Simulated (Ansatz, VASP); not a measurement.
# Li: VASP beside Ansatz

The input INCAR:

```
SYSTEM = Li
  PREC = Accurate
  ENCUT = 600
  EDIFF = 1E-6
  ISMEAR = 0
  SIGMA = 0.1
  LREAL = .FALSE.
  LASPH = .TRUE.
  NELM = 100
  ALGO = Normal
  ISIF = 3
  LWAVE = .FALSE.
  LCHARG = .FALSE.
  GGA = PE
  IBRION = 2
  NSW = 90
  EDIFFG = -0.04
```

KPOINTS

```
Automatic mesh
0
G
  6 6 2
  0 0 0
```

POSCAR

```
Li
1.0
    3.1300662536     -1.8666576931      0.0000000000
    3.1300662536      1.8666576931      0.0000000000
   -1.7468273748      0.0000000000      8.0999171588
Li
4
Direct
    0.9680000000      0.6020000000      0.0997000000
    0.3980000000      0.0320000000      0.4003000000
    0.0320000000      0.3980000000      0.9003000000
    0.6020000000      0.9680000000      0.5997000000
```

Input for Ansatz:

```yaml
crystal:
  lattice:
    - [3.1300662536, -1.8666576931, 0.0]
    - [3.1300662536, 1.8666576931, 0.0]
    - [-1.7468273748, 0.0, 8.0999171588]
  atoms:
    - { symbol: Li, position: [0.968, 0.602, 0.0997] }
    - { symbol: Li, position: [0.398, 0.032, 0.4003] }
    - { symbol: Li, position: [0.032, 0.398, 0.9003] }
    - { symbol: Li, position: [0.602, 0.968, 0.5997] }
basis:
  ecutwfc: 420
kpoints:
  mp_grid: { grid: [6, 6, 2] }
hamiltonian:
  xc: pbe
scf:
  occupations: { method: gaussian, width: 0.1 }
  lower_state_search: "off"
output:
  forces: true
  stress: true
  eigenvalues: true
relax:
  adjacent_minimum: "off"
  f_tol: 0.04
  max_steps: 70
  cell: { stress_tol: 0.4 }
```

Alike in both runs: task relaxation of cell and atoms; functional PBE; k mesh 6 × 6 × 2; occupations gaussian, width 0.1 eV; no spin polarisation.

|  | VASP | Ansatz |
| --- | --- | --- |
| version | VASP 6.6.1 | Ansatz 0.2.0 |
| potentials or method | VASP PAW PBE potentials, release 64 (Li_sv), cutoff 600 eV | scalar-relativistic, plane waves, PAW |
| valence electrons in the cell | 12 | 12 |

VASP gave:

| Quantity | Value |
| --- | --- |
| gap on the k mesh at the Fermi level, each at its own relaxed structure (eV) | none |
| relaxed volume (Å³/atom) | 19.83 |
| relaxed cell length with the largest relative difference (Å) | 9.641 |

Q: Estimate Ansatz's values.

A: gap on the k mesh at the Fermi level, each at its own relaxed structure (eV): none; relaxed volume (Å³/atom): 20.20; relaxed cell length with the largest relative difference (Å): 9.806.

A gap of «none» marks a metal or a gap that the smearing closes.

The k mesh is coarse, so the values compare programs but aren't converged. Noted on VASP's run: the cutoff is short for stress, so the pressure is rough; the volume moved by over 15 % at a fixed basis, so the end points are rough.
